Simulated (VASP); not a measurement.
# BaTiO3 (P4mm) in VASP: notebook

BaTiO3 is run at these levels: LDA; tasks: single point.

Everything below comes from runs of VASP 6.6.1. Logs are shortened: lines on timing, memory, paths and dates and some standing lists are left out, and cuts for length are marked.

### Step 1. The cell of the first run

Symmetry: P4mm, No. 99, tetragonal system. The conventional cell has a = 3.928 Å, b = 3.928 Å, c = 3.980 Å, α = 90.00°, β = 90.00°, γ = 90.00°. Within 3.6 Å of Ba (site symmetry 4mm) lie 12 O at 2.75 to 2.84 Å and 8 Ti at 3.39 to 3.45 Å. Within 2.5 Å of Ti (site symmetry 4mm) lie 6 O at 1.85 to 2.13 Å. Within 2.6 Å of O (site symmetry 2mm) lie 2 Ti at 1.97 Å. Within 2.5 Å of O (site symmetry 4mm) lie 2 Ti at 1.85 to 2.13 Å.

### Step 2. Single point, LDA

Input file INCAR:

```
PREC = Accurate
ENCUT = 600
EDIFF = 1E-6
ISMEAR = 0
SIGMA = 0.1
LREAL = F
LASPH = T
NELM = 120
ALGO = Normal
ISIF = 2
LWAVE = F
LCHARG = F
NBANDS = 28
GGA_COMPAT = F
```

Input file KPOINTS:

```
Automatic mesh
0
Gamma
  6 6 6
```

Input file POSCAR:

```
BaTiO3
1.0
    3.9278277383      0.0000000000      0.0000000000
    0.0000000000      3.9278277383      0.0000000000
    0.0000000000      0.0000000000      3.9799958179
Ba Ti O
1 1 3
Direct
    0.5000000000      0.5000000000      0.5798767784
    0.0000000000      0.0000000000      0.0923546937
    0.0000000000      0.5000000000      0.0649304707
    0.5000000000      0.0000000000      0.0649304707
    0.0000000000      0.0000000000      0.5579045765
```

Potentials or basis: VASP PAW LDA potentials, release 64 (Ba_sv, Ti_sv, O).

Started as:

```sh
$ cat potpaw_LDA.64/Ba_sv/POTCAR potpaw_LDA.64/Ti_sv/POTCAR potpaw_LDA.64/O/POTCAR > POTCAR
$ mpirun -np 1 vasp_std > vasp.out
```

OUTCAR:

```text
PREC = Accurate
   ENCUT = 600
   EDIFF = 1E-6
   ISMEAR = 0
   LREAL = F
   LASPH = T
   NELM = 120
   ISIF = 2

 ion  position               nearest neighbor table
   1  0.500  0.500  0.580-   3 2.75   4 2.75   4 2.75   3 2.75   5 2.78   5 2.78   5 2.78   5 2.78
                             3 2.84   4 2.84   3 2.84   4 2.84   2 3.39   2 3.39   2 3.39   2 3.39
   2  0.000  0.000  0.092-   5 1.85   4 1.97   3 1.97   3 1.97   4 1.97   5 2.13   1 3.39   1 3.39
                             1 3.39   1 3.39   1 3.45   1 3.45   1 3.45   1 3.45
   3  0.000  0.500  0.065-   2 1.97   2 1.97   1 2.75   1 2.75   1 2.84   1 2.84
   4  0.500  0.000  0.065-   2 1.97   2 1.97   1 2.75   1 2.75   1 2.84   1 2.84
   5  0.000  0.000  0.558-   2 1.85   2 2.13   1 2.78   1 2.78   1 2.78   1 2.78

  LATTYP: Found a simple tetragonal cell.
 ALAT       =     3.9278277383
 C/A-ratio  =     1.0132816618

  Lattice vectors:

 A1 = (   3.9278277383,   0.0000000000,   0.0000000000)
 A2 = (   0.0000000000,   3.9278277383,   0.0000000000)
 A3 = (   0.0000000000,   0.0000000000,   3.9799958179)

Analysis of symmetry for initial positions (statically):
=====================================================================
 Subroutine PRICEL returns:
 Original cell was already a primitive cell.

 Routine SETGRP: Setting up the symmetry group for a
 simple tetragonal supercell.

 Subroutine GETGRP returns: Found  8 space group operations
 (whereof  8 operations were pure point group operations)
 out of a pool of 16 trial point group operations.

The static configuration has the point symmetry C_4v.

Analysis of symmetry for dynamics (positions and initial velocities):
=====================================================================
 Subroutine PRICEL returns:
 Original cell was already a primitive cell.

 Routine SETGRP: Setting up the symmetry group for a
 simple tetragonal supercell.

 Subroutine GETGRP returns: Found  8 space group operations
 (whereof  8 operations were pure point group operations)
 out of a pool of 16 trial point group operations.

The dynamic configuration has the point symmetry C_4v.

 Subroutine INISYM returns: Found  8 space group operations
 (whereof  8 operations are pure point group operations),
 and found     1 'primitive' translations

----------------------------------------------------------------------------------------

                                     Primitive cell

  volume of cell :      61.4027

  direct lattice vectors                    reciprocal lattice vectors
     3.927827738  0.000000000  0.000000000     0.254593650  0.000000000  0.000000000
     0.000000000  3.927827738  0.000000000     0.000000000  0.254593650  0.000000000
     0.000000000  0.000000000  3.979995818     0.000000000  0.000000000  0.251256545

  length of vectors
     3.927827738  3.927827738  3.979995818     0.254593650  0.254593650  0.251256545

  position of ions in fractional coordinates (direct lattice)
     0.500000000  0.500000000  0.579876778
     0.000000000  0.000000000  0.092354694
     0.000000000  0.500000000  0.064930471
     0.500000000  0.000000000  0.064930471
     0.000000000  0.000000000  0.557904577

  ion indices of the primitive-cell ions
   primitive index   ion index
                 1           1
                 2           2
                 3           3
                 4           4
                 5           5

----------------------------------------------------------------------------------------

 KPOINTS: Automatic mesh

Automatic generation of k-mesh.
 Grid dimensions read from file:
 generate k-points for:    6    6    6

 Generating k-lattice:

  Cartesian coordinates                     Fractional coordinates (reciprocal lattice)
     0.042432275  0.000000000  0.000000000     0.166666667  0.000000000  0.000000000
     0.000000000  0.042432275  0.000000000     0.000000000  0.166666667  0.000000000
     0.000000000  0.000000000  0.041876091     0.000000000  0.000000000  0.166666667

  Length of vectors
     0.042432275  0.042432275  0.041876091

  Shift w.r.t. Gamma in fractional coordinates (k-lattice)
     0.000000000  0.000000000  0.000000000

 Subroutine IBZKPT returns following result:
 ===========================================

 Found     40 irreducible k-points:

 Following reciprocal coordinates:
            Coordinates               Weight
  0.000000  0.000000  0.000000      1.000000
  0.166667  0.000000  0.000000      4.000000
  0.333333  0.000000  0.000000      4.000000
  0.500000  0.000000  0.000000      2.000000
  0.166667  0.166667  0.000000      4.000000
  0.333333  0.166667  0.000000      8.000000
[... 16 lines left out ...]
  0.333333  0.000000  0.333333      8.000000
  0.500000  0.000000  0.333333      4.000000
 [... further k-points ...]
   k-points           NKPTS =     40   k-points in BZ     NKDIM =     40   number of bands    NBANDS=     28
   number of dos      NEDOS =    301   number of ions     NIONS =      5
   total plane-waves  NPLWV =  32768
   dimension x,y,z NGX =    32 NGY =   32 NGZ =   32
   dimension x,y,z NGXF=    64 NGYF=   64 NGZF=   64
   ions per type =               1   1   3
   NGX,Y,Z   is equivalent  to a cutoff of  13.54, 13.54, 13.37 a.u.
   NGXF,Y,Z  is equivalent  to a cutoff of  27.09, 27.09, 26.73 a.u.
 SYSTEM =  unknown system
   PREC   = accura    normal or accurate (medium, high low for compatibility)
   ISTART =      0    job   : 0-new  1-cont  2-samecut
   ICHARG =      2    charge: 1-file 2-atom 10-const
   ISPIN  =      1    spin polarized calculation?
   LNONCOLLINEAR =      F non collinear calculations
   LSORBIT =      F    spin-orbit coupling
   LASPH  =      T    aspherical Exc in radial PAW
   ENCUT  =  600.0 eV  44.10 Ry    6.64 a.u.   7.84  7.84  7.95*2*pi/ulx,y,z
   NELM   =    120;   NELMIN=  2; NELMDL= -5     # of ELM steps
   EDIFF  = 0.1E-05   stopping-criterion for ELM
   LREAL  =      F    real-space projection
   EDIFFG = 0.1E-04   stopping-criterion for IOM
   NSW    =      0    number of steps for IOM
   IBRION =     -1    ionic relax: 0-MD 1-quasi-New 2-CG
   NFREE  =      0    steps in history (QN), initial steepest desc. (CG)
   ISIF   =      2    stress and relaxation
   ISYM   =      2    0-nonsym 1-usesym 2-fastsym
   POTIM  = 0.5000    time-step for ionic-motion
   TEBEG  =    0.0;   TEEND  =   0.0 temperature during run
   PSTRESS=    0.0 pullay stress
   NELECT =      40.0000    total number of electrons
   NUPDOWN=      -1.0000    fix difference up-down
   EMIN   =  10.00;   EMAX   =-10.00  energy-range for DOS
   EFERMI =   0.00;   METHOD = LEGACY
   ISMEAR =     0;   SIGMA  =   0.10  broadening in eV -4-tet -1-fermi 0-gaus
   EFERMI_NEDOS =   21; number of points for ismear=-14 and -15
   IALGO  =     38    algorithm
   IMIX   =      4    mixing-type and parameters
     AMIX     =   0.40;   BMIX     =  1.00
     AMIX_MAG =   1.60;   BMIX_MAG =  1.00
  volume/ion in A,a.u.               =      12.28        82.87
  Fermi-wavevector in a.u.,A,eV,Ry     =   1.419163  2.681830 27.402462  2.014024
  Thomas-Fermi vector in A             =   2.540213
   LORBIT       =      0    0 simple, 1 ext, 2 COOP (PROOUT), +10 PAW based schemes
   GGA     = CA    functional components
   LHFCALC =     F    Hartree Fock is set to
   AEXX    =    0.0000 exact exchange contribution
   IVDW    =     0    specifies the selected vdW correction
   LEPSILON=     F    determine dielectric tensor
   LRPA    =     F    only Hartree local field effects (RPA)
 non-spin polarized calculation
 Gauss-broadening in eV      SIGMA  =   0.10
  energy-cutoff  :      600.00
  volume of cell :       61.40
 maximum number of plane-waves:      2064
 NGX is ok and might be reduce to    32
   NGX = 15   NGY = 15   NGZ = 15

 number of electron      39.9999980 magnetization

 Free energy of the ion-electron system (eV)
  ---------------------------------------------------
  ext. energy  EPLUGINS =         0.00000000
  ---------------------------------------------------
  free energy    TOTEN  =       -44.16476596 eV

  energy without entropy =      -44.16476596  energy(sigma->0) =      -44.16476596

 E-fermi :   4.3514     XC(G=0): -11.9544

 val. band max:        3.9294253366   @ k =   0.5000   0.5000   0.5000
 cond. band min:       5.7007638199   @ k =   0.0000   0.0000   0.0000
 fundamental gap:      1.7713384833
 Fermi energy:         4.3513534220

 k-point     1 :       0.0000    0.0000    0.0000
  band No.  band energies     occupation
      1     -51.7303      2.00000
      2     -28.4189      2.00000
      3     -28.3736      2.00000
      4     -28.3736      2.00000
      5     -20.7171      2.00000
      6     -12.8051      2.00000
[... 20 lines left out ...]
     27       8.8950      0.00000
     28      11.5309      0.00000

 k-point     2 :       0.1667    0.0000    0.0000
  band No.  band energies     occupation
      1     -51.7299      2.00000
      2     -28.4182      2.00000
      3     -28.3915      2.00000
      4     -28.3729      2.00000
      5     -20.6778      2.00000
      6     -12.8490      2.00000
[... 20 lines left out ...]
     27       9.4499      0.00000
     28      12.2028      0.00000

 k-point     3 :       0.3333    0.0000    0.0000
  band No.  band energies     occupation
      1     -51.7292      2.00000
      2     -28.4271      2.00000
      3     -28.4166      2.00000
      4     -28.3714      2.00000
      5     -20.5970      2.00000
      6     -13.0405      2.00000
[... 20 lines left out ...]
     27      10.7539      0.00000
     28      12.2943      0.00000

 k-point     4 :       0.5000    0.0000    0.0000
  band No.  band energies     occupation
      1     -51.7288      2.00000
      2     -28.4447      2.00000
      3     -28.4159      2.00000
      4     -28.3707      2.00000
      5     -20.5555      2.00000
      6     -13.1577      2.00000
[... 578 lines left out ...]
     27      11.2642      0.00000
     28      12.7425      0.00000

 k-point    23 :       0.3333    0.0000    0.3333
  band No.  band energies     occupation
      1     -51.7283      2.00000
      2     -28.4617      2.00000
      3     -28.4239      2.00000
      4     -28.3696      2.00000
      5     -20.5204      2.00000
      6     -12.7295      2.00000
[... 20 lines left out ...]
     27      12.4921      0.00000
     28      12.7367      0.00000

 k-point    24 :       0.5000    0.0000    0.3333
  band No.  band energies     occupation
      1     -51.7279      2.00000
      2     -28.4605      2.00000
      3     -28.4411      2.00000
      4     -28.3689      2.00000
      5     -20.4907      2.00000
      6     -12.6864      2.00000
[... 20 lines left out ...]
     27      12.2794      0.00000
     28      13.5820      0.00000

 [... further k-points ...]

------------------------ aborting loop because EDIFF is reached ----------------------------------------

  FORCE on cell =-STRESS in cart. coord.  units (eV):
  Direction    XX          YY          ZZ          XY          YZ          ZX
  --------------------------------------------------------------------------------------
  -------------------------------------------------------------------------------------
  Total        0.7537407      0.7537407      0.7625550      0.0000000      0.0000000      0.0000000
  in kB       19.6673157     19.6673157     19.8973046      0.0000000      0.0000000      0.0000000
  external PRESSURE =      19.7439787 kB  Pullay stress =       0.0000000 kB

 VOLUME and BASIS-vectors are now :
 -----------------------------------------------------------------------------
  energy-cutoff  :      600.00
  volume of cell :       61.40
      direct lattice vectors                 reciprocal lattice vectors
     3.927827738  0.000000000  0.000000000     0.254593650  0.000000000  0.000000000
     0.000000000  3.927827738  0.000000000     0.000000000  0.254593650  0.000000000
     0.000000000  0.000000000  3.979995818     0.000000000  0.000000000  0.251256545

 POSITION                                       TOTAL-FORCE (eV/Angst)
 -----------------------------------------------------------------------------------
      1.96391      1.96391      2.30791        -0.000000     -0.000000     -0.034053
      0.00000      0.00000      0.36757        -0.000000     -0.000000     -0.067814
      0.00000      1.96391      0.25842        -0.000000      0.000000      0.015742
      1.96391      0.00000      0.25842        -0.000000     -0.000000      0.015742
      0.00000      0.00000      2.22046         0.000000      0.000000      0.070383
 -----------------------------------------------------------------------------------
    total drift:                                0.000000     -0.000000     -0.000313

  FREE ENERGIE OF THE ION-ELECTRON SYSTEM (eV)
  ---------------------------------------------------
  free  energy   TOTEN  =       -44.1647659601 eV

  energy  without entropy=      -44.1647659601  energy(sigma->0) =      -44.16476596
```

It took 91 s on 1 thread of Oxide Virtual Turin-like, shared host; peak memory 0.18 GiB.

What came out:

* Free energy: -44.1648 eV
* Pressure: 2.0 GPa
* Largest force: 0.070 eV/Å
* Band gap on the k mesh: 1.77 eV (least direct gap 2.07 eV)

Forces on the atoms (eV/Å):
```
Ba   0.000  0.000 -0.034
Ti   0.000  0.000 -0.068
O    0.000  0.000  0.016
O    0.000  0.000  0.016
O    0.000  0.000  0.070
```

Levels at points of the mesh, in eV from the valence-band top:
```csv
k point,band 16,band 17,band 18,band 19,band 20,band 21,band 22,band 23,band 24,band 25
"(0.00, 0.00, 0.00)",-1.38,-1.27,-0.32,-0.30,-0.30,1.77,2.04,2.04,4.36,4.41
"(0.50, 0.00, 0.00)",-2.13,-1.97,-1.82,-1.03,-0.90,2.19,3.71,3.75,4.39,6.33
"(0.50, 0.50, 0.00)",-3.02,-1.79,-0.94,-0.94,-0.09,3.77,3.77,4.17,5.02,7.98
"(0.00, 0.00, 0.50)",-2.07,-2.03,-2.03,-0.72,-0.72,1.95,3.72,3.72,4.37,6.47
"(0.50, 0.00, 0.50)",-2.93,-1.74,-0.92,-0.90,-0.23,3.73,3.73,4.11,5.27,7.94
"(0.50, 0.50, 0.50)",-2.44,-2.44,-0.14,-0.14,0.00,4.42,4.42,4.45,6.68,6.80
```

Caveat: spin-orbit coupling is left out, which moves the levels of the heavy elements. A k mesh can miss the band edges.

[end of part 1 of 2]
